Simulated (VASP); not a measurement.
# InP (Fm-3m) in VASP: a series of runs

The runs below take InP through single point, relaxation of cell and atoms, with LDA.

All numbers are computed with VASP 6.6.1; they aren't measurements. Logs are shortened: lines on timing, memory, paths and dates and some standing lists are left out, and cuts for length are marked.

## Step 1: The cell of the first run

It takes space group Fm-3m (No. 225, cubic). Conventional cell: a = 5.419 Å, b = 5.419 Å, c = 5.419 Å, α = 90.00°, β = 90.00°, γ = 90.00°. Within 3.6 Å of In (site symmetry m-3m) lie 6 P at 2.71 Å. Within 3.6 Å of P (site symmetry m-3m) lie 6 In at 2.71 Å.

## Step 2: Single point, LDA

Contents of INCAR:

```
SYSTEM = InP
PREC = Accurate
ENCUT = 520
EDIFF = 1E-6
ISMEAR = -1
SIGMA = 0.15
LREAL = .FALSE.
LASPH = .TRUE.
NELM = 100
ALGO = Normal
ISIF = 2
LWAVE = .FALSE.
LCHARG = .TRUE.
LELF = .TRUE.
LVHAR = .TRUE.
NBANDS = 16
```

Contents of KPOINTS:

```
regular mesh
0
G
  14 14 14
  0 0 0
```

Contents of POSCAR:

```
InP
1.0
    0.0000000000      2.7096323615      2.7096323615
    2.7096323615      0.0000000000      2.7096323615
    2.7096323615      2.7096323615      0.0000000000
In P
1 1
Direct
    0.0000000000      0.0000000000      0.0000000000
    0.5000000000      0.5000000000      0.5000000000
```

Potentials or basis: VASP PAW LDA potentials, release 64 (In_d, P).

Started as:

```
> cat potpaw_LDA.64/In_d/POTCAR potpaw_LDA.64/P/POTCAR > POTCAR
> mpirun -np 1 vasp_std > vasp.out
```

OUTCAR:

```text
SYSTEM = InP
   PREC = Accurate
   ENCUT = 520
   EDIFF = 1E-6
   ISMEAR = -1
   LREAL = .FALSE.
   LASPH = .TRUE.
   NELM = 100
   ISIF = 2

 ion  position               nearest neighbor table
   1  0.000  0.000  0.000-   2 2.71   2 2.71   2 2.71   2 2.71   2 2.71   2 2.71
   2  0.500  0.500  0.500-   1 2.71   1 2.71   1 2.71   1 2.71   1 2.71   1 2.71

  LATTYP: Found a face centered cubic cell.
 ALAT       =     5.4192647230

  Lattice vectors:

 A1 = (   0.0000000000,   2.7096323615,   2.7096323615)
 A2 = (   2.7096323615,   0.0000000000,   2.7096323615)
 A3 = (   2.7096323615,   2.7096323615,   0.0000000000)

Analysis of symmetry for initial positions (statically):
=====================================================================
 Subroutine PRICEL returns:
 Original cell was already a primitive cell.

 Routine SETGRP: Setting up the symmetry group for a
 face centered cubic supercell.

 Subroutine GETGRP returns: Found 48 space group operations
 (whereof 48 operations were pure point group operations)
 out of a pool of 48 trial point group operations.

The static configuration has the point symmetry O_h .

Analysis of symmetry for dynamics (positions and initial velocities):
=====================================================================
 Subroutine PRICEL returns:
 Original cell was already a primitive cell.

 Routine SETGRP: Setting up the symmetry group for a
 face centered cubic supercell.

 Subroutine GETGRP returns: Found 48 space group operations
 (whereof 48 operations were pure point group operations)
 out of a pool of 48 trial point group operations.

The dynamic configuration has the point symmetry O_h .

 Subroutine INISYM returns: Found 48 space group operations
 (whereof 48 operations are pure point group operations),
 and found     1 'primitive' translations

----------------------------------------------------------------------------------------

                                     Primitive cell

  volume of cell :      39.7888

  direct lattice vectors                    reciprocal lattice vectors
     0.000000000  2.709632362  2.709632362    -0.184526878  0.184526878  0.184526878
     2.709632362  0.000000000  2.709632362     0.184526878 -0.184526878  0.184526878
     2.709632362  2.709632362  0.000000000     0.184526878  0.184526878 -0.184526878

  length of vectors
     3.831998835  3.831998835  3.831998835     0.319609928  0.319609928  0.319609928

  position of ions in fractional coordinates (direct lattice)
     0.000000000  0.000000000  0.000000000
     0.500000000  0.500000000  0.500000000

  ion indices of the primitive-cell ions
   primitive index   ion index
                 1           1
                 2           2

----------------------------------------------------------------------------------------

 KPOINTS: regular mesh

Automatic generation of k-mesh.
 Grid dimensions read from file:
 generate k-points for:   14   14   14

 Generating k-lattice:

  Cartesian coordinates                     Fractional coordinates (reciprocal lattice)
    -0.013180491  0.013180491  0.013180491     0.071428571  0.000000000  0.000000000
     0.013180491 -0.013180491  0.013180491     0.000000000  0.071428571  0.000000000
     0.013180491  0.013180491 -0.013180491     0.000000000  0.000000000  0.071428571

  Length of vectors
     0.022829281  0.022829281  0.022829281

  Shift w.r.t. Gamma in fractional coordinates (k-lattice)
     0.000000000  0.000000000  0.000000000

 Subroutine IBZKPT returns following result:
 ===========================================

 Found    104 irreducible k-points:

 Following reciprocal coordinates:
            Coordinates               Weight
  0.000000  0.000000  0.000000      1.000000
  0.071429  0.000000  0.000000      8.000000
  0.142857  0.000000  0.000000      8.000000
  0.214286  0.000000  0.000000      8.000000
  0.285714  0.000000  0.000000      8.000000
  0.357143  0.000000  0.000000      8.000000
[... 16 lines left out ...]
  0.214286  0.142857  0.000000     24.000000
  0.285714  0.142857  0.000000     24.000000
 [... further k-points ...]
   k-points           NKPTS =    104   k-points in BZ     NKDIM =    104   number of bands    NBANDS=     16
   number of dos      NEDOS =    301   number of ions     NIONS =      2
   total plane-waves  NPLWV =  21952
   dimension x,y,z NGX =    28 NGY =   28 NGZ =   28
   dimension x,y,z NGXF=    56 NGYF=   56 NGZF=   56
   ions per type =               1   1
   NGX,Y,Z   is equivalent  to a cutoff of  12.15, 12.15, 12.15 a.u.
   NGXF,Y,Z  is equivalent  to a cutoff of  24.29, 24.29, 24.29 a.u.
 SYSTEM =  InP
   PREC   = accura    normal or accurate (medium, high low for compatibility)
   ISTART =      0    job   : 0-new  1-cont  2-samecut
   ICHARG =      2    charge: 1-file 2-atom 10-const
   ISPIN  =      1    spin polarized calculation?
   LNONCOLLINEAR =      F non collinear calculations
   LSORBIT =      F    spin-orbit coupling
   LASPH  =      T    aspherical Exc in radial PAW
   ENCUT  =  520.0 eV  38.22 Ry    6.18 a.u.   7.12  7.12  7.12*2*pi/ulx,y,z
   NELM   =    100;   NELMIN=  2; NELMDL= -5     # of ELM steps
   EDIFF  = 0.1E-05   stopping-criterion for ELM
   LREAL  =      F    real-space projection
   EDIFFG = 0.1E-04   stopping-criterion for IOM
   NSW    =      0    number of steps for IOM
   IBRION =     -1    ionic relax: 0-MD 1-quasi-New 2-CG
   NFREE  =      0    steps in history (QN), initial steepest desc. (CG)
   ISIF   =      2    stress and relaxation
   ISYM   =      2    0-nonsym 1-usesym 2-fastsym
   POTIM  = 0.5000    time-step for ionic-motion
   TEBEG  =    0.0;   TEEND  =   0.0 temperature during run
   PSTRESS=    0.0 pullay stress
   NELECT =      18.0000    total number of electrons
   NUPDOWN=      -1.0000    fix difference up-down
   EMIN   =  10.00;   EMAX   =-10.00  energy-range for DOS
   EFERMI =   0.00;   METHOD = LEGACY
   ISMEAR =    -1;   SIGMA  =   0.15  broadening in eV -4-tet -1-fermi 0-gaus
   EFERMI_NEDOS =   21; number of points for ismear=-14 and -15
   IALGO  =     38    algorithm
   IMIX   =      4    mixing-type and parameters
     AMIX     =   0.40;   BMIX     =  1.00
     AMIX_MAG =   1.60;   BMIX_MAG =  1.00
  volume/ion in A,a.u.               =      19.89       134.25
  Fermi-wavevector in a.u.,A,eV,Ry     =   1.256740  2.374893 21.488965  1.579394
  Thomas-Fermi vector in A             =   2.390433
   LORBIT       =      0    0 simple, 1 ext, 2 COOP (PROOUT), +10 PAW based schemes
   GGA     = CA    functional components
   LHFCALC =     F    Hartree Fock is set to
   AEXX    =    0.0000 exact exchange contribution
   IVDW    =     0    specifies the selected vdW correction
   LEPSILON=     F    determine dielectric tensor
   LRPA    =     F    only Hartree local field effects (RPA)
 non-spin polarized calculation
  energy-cutoff  :      520.00
  volume of cell :       39.79
 maximum number of plane-waves:      1090
   NGX = 15   NGY = 15   NGZ = 15

 number of electron      18.0000010 magnetization

 Free energy of the ion-electron system (eV)
  ---------------------------------------------------
  ext. energy  EPLUGINS =         0.00000000
  ---------------------------------------------------
  free energy    TOTEN  =        -9.35591258 eV

  energy without entropy =       -9.28925928  energy(sigma->0) =       -9.32258593

 E-fermi :   7.7045     XC(G=0): -10.9367

 val. band max:        7.7006545686   @ k =  -0.1429   0.0714   0.0000
 cond. band min:       7.7103551975   @ k =   0.3571   0.0000   0.0000
 fundamental gap:      0.0097006289
 Fermi energy:         7.7044916664

 k-point     1 :       0.0000    0.0000    0.0000
  band No.  band energies     occupation
      1      -6.5751      2.00000
      2      -6.5751      2.00000
      3      -6.5466      2.00000
      4      -6.5466      2.00000
      5      -6.5466      2.00000
      6      -4.8343      2.00000
[... 8 lines left out ...]
     15      16.3738      0.00000
     16      16.3738      0.00000

 k-point     2 :       0.0714    0.0000    0.0000
  band No.  band energies     occupation
      1      -6.5780      2.00000
      2      -6.5780      2.00000
      3      -6.5470      2.00000
      4      -6.5426      2.00000
      5      -6.5426      2.00000
      6      -4.7654      2.00000
[... 8 lines left out ...]
     15      15.7677      0.00000
     16      16.3442      0.00000

 k-point     3 :       0.1429    0.0000    0.0000
  band No.  band energies     occupation
      1      -6.5879      2.00000
      2      -6.5879      2.00000
      3      -6.5485      2.00000
      4      -6.5293      2.00000
      5      -6.5293      2.00000
      6      -4.5600      2.00000
[... 8 lines left out ...]
     15      15.6455      0.00000
     16      16.1479      0.00000

 k-point     4 :       0.2143    0.0000    0.0000
  band No.  band energies     occupation
      1      -6.6039      2.00000
      2      -6.6039      2.00000
      3      -6.5518      2.00000
      4      -6.5084      2.00000
      5      -6.5084      2.00000
      6      -4.2236      2.00000
[... 8 lines left out ...]
     15      16.1442      0.00000
     16      16.1442      0.00000
[... 324 lines left out ...]
 k-point    22 :       0.1429    0.1429    0.0000
  band No.  band energies     occupation
      1      -6.6242      2.00000
      2      -6.5639      2.00000
      3      -6.5602      2.00000
      4      -6.5217      2.00000
      5      -6.5217      2.00000
      6      -4.4531      2.00000
[... 8 lines left out ...]
     15      17.8644      0.00000
     16      17.8644      0.00000

 k-point    23 :       0.2143    0.1429    0.0000
  band No.  band energies     occupation
      1      -6.6531      2.00000
      2      -6.5657      2.00000
      3      -6.5644      2.00000
      4      -6.5095      2.00000
      5      -6.5039      2.00000
      6      -4.1904      2.00000
[... 8 lines left out ...]
     15      17.6526      0.00000
     16      18.0641      0.00000

 k-point    24 :       0.2857    0.1429    0.0000
  band No.  band energies     occupation
      1      -6.6800      2.00000
      2      -6.5778      2.00000
      3      -6.5642      2.00000
      4      -6.4979      2.00000
      5      -6.4799      2.00000
      6      -3.8020      2.00000
[... 8 lines left out ...]
     15      17.9710      0.00000
     16      18.1459      0.00000

 [... further k-points ...]

------------------------ aborting loop because EDIFF is reached ----------------------------------------

  FORCE on cell =-STRESS in cart. coord.  units (eV):
  Direction    XX          YY          ZZ          XY          YZ          ZX
  --------------------------------------------------------------------------------------
  -------------------------------------------------------------------------------------
  Total        0.0167242      0.0167242      0.0167242     -0.0000000     -0.0000000      0.0000000
  in kB        0.6734330      0.6734330      0.6734330     -0.0000000     -0.0000000      0.0000000
  external PRESSURE =       0.6734330 kB  Pullay stress =       0.0000000 kB

 VOLUME and BASIS-vectors are now :
 -----------------------------------------------------------------------------
  energy-cutoff  :      520.00
  volume of cell :       39.79
      direct lattice vectors                 reciprocal lattice vectors
     0.000000000  2.709632362  2.709632362    -0.184526878  0.184526878  0.184526878
     2.709632362  0.000000000  2.709632362     0.184526878 -0.184526878  0.184526878
     2.709632362  2.709632362  0.000000000     0.184526878  0.184526878 -0.184526878

 POSITION                                       TOTAL-FORCE (eV/Angst)
 -----------------------------------------------------------------------------------
      0.00000      0.00000      0.00000        -0.000000      0.000000      0.000000
      2.70963      2.70963      2.70963         0.000000     -0.000000     -0.000000
 -----------------------------------------------------------------------------------
    total drift:                               -0.000000      0.000000      0.000000

  FREE ENERGIE OF THE ION-ELECTRON SYSTEM (eV)
  ---------------------------------------------------
  free  energy   TOTEN  =        -9.3559125784 eV

  energy  without entropy=       -9.2892592762  energy(sigma->0) =       -9.32258593
```

It took 93 s on 1 thread of AMD EPYC 7R43 (Zen 3), shared host; peak memory 0.14 GiB.

What came out:

| Item | Value |
| --- | --- |
| Free energy | -9.3559 eV |
| Pressure | 0.1 GPa |
| Band gap on the k mesh | zero (band 9 reaches 8.03 eV, above the bottom of band 10 at 5.12 eV) |

Caveat: spin-orbit coupling is left out, which moves the levels of the heavy elements.

(Continued in part 2 of 2.)
